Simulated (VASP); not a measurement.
H4C, 40 atoms in the cell. The cell holds a disordered packing, 40 atoms: a = 7.683 Å, b = 7.683 Å, c = 7.683 Å, α = 90.00°, β = 90.00°, γ = 90.00°. 

| Property | Result |
| --- | --- |
| Program | VASP 6.6.1 |
| Task | single point |
| Functional | PBE |
| Potentials or basis | VASP PAW PBE potentials, release 64 (C, H) |
| Cutoff | 520 eV |
| k mesh | 1 × 1 × 1 |
| Occupations | fermi-dirac, width 0.02 eV |
| Spin | no spin polarisation |
| Dipole correction | no |
| Further INCAR settings | LREAL = Auto; ALGO = Normal; EDIFF = 1e-06; NBANDS = 58 |

Potentials or basis: VASP PAW PBE potentials, release 64 (C, H).

Command:

```bash
$ cat potpaw_PBE.64/C/POTCAR potpaw_PBE.64/H/POTCAR > POTCAR
$ mpirun -np 1 vasp_gam > vasp.out
```

Hardware: 1 thread of Intel Xeon 8259CL (shared host).

Problem. How long does it take, and how much memory?

Solution. Wall time 82 s on 1 thread of Intel Xeon 8259CL, on a shared host, peak memory 0.45 GiB. Counts: scf iterations 16, k points 1.
